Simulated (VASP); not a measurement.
A run of VASP 6.6.1 is set up as follows.

The input INCAR:

```
PREC = Accurate
ENCUT = 520
EDIFF = 1E-6
ISMEAR = -1
SIGMA = 0.05
LREAL = F
LASPH = T
NELM = 150
ALGO = Normal
ISIF = 2
LWAVE = F
LCHARG = T
ISPIN = 2
MAGMOM = 1 -1 1 -1 0 0 0 0 0 0 0 0
LORBIT = 11
LMAXMIX = 4
GGA = PE
LELF = T
LVHAR = T
NBANDS = 64
```

Contents of KPOINTS:

```
regular mesh
0
Gamma
  3 4 3
```

File POSCAR:

```
TiO2
1.0
   -4.5937300000      0.0000000000     -2.9581200000
    0.0000000000     -4.5937300000      0.0000000000
   -4.5937300000      0.0000000000      2.9581200000
Ti O
4 8
Direct
    0.0000000000      0.0000000000      0.0000000000
    0.5000000000      0.0000000000      0.5000000000
    0.0000000000      0.5000000000      0.5000000000
    0.5000000000      0.5000000000      0.0000000000
    0.8473500000      0.6947000000      0.8473500000
    0.3473500000      0.6947000000      0.3473500000
    0.6526500000      0.1947000000      0.1526500000
    0.1526500000      0.1947000000      0.6526500000
    0.6526500000      0.3053000000      0.6526500000
    0.1526500000      0.3053000000      0.1526500000
    0.8473500000      0.8053000000      0.3473500000
    0.3473500000      0.8053000000      0.8473500000
```

Potentials or basis: VASP PAW PBE potentials, release 64 (Ti_sv, O).

Launch:

```bash
$ cat potpaw_PBE.64/Ti_sv/POTCAR potpaw_PBE.64/O/POTCAR > POTCAR
$ mpirun -np 1 vasp_std > vasp.out
```

Problem. Estimate the band gap on the k mesh.

Solution. 1.88 eV.

Problem. What does it give for the pressure?

Solution. 6.0 GPa.

Forces on the atoms (eV/Å):
```
Ti   0.000  0.000  0.000
Ti   0.000  0.000  0.000
Ti   0.000  0.000  0.000
Ti   0.000  0.000  0.000
O   -0.116 -0.116  0.000
O   -0.116 -0.116  0.000
O    0.116 -0.116  0.000
O    0.116 -0.116  0.000
O    0.116  0.116  0.000
O    0.116  0.116  0.000
O   -0.116  0.116  0.000
O   -0.116  0.116  0.000
```

Caveat: the k points lie up to 0.42 Å⁻¹ apart. A k mesh can miss the band edges.
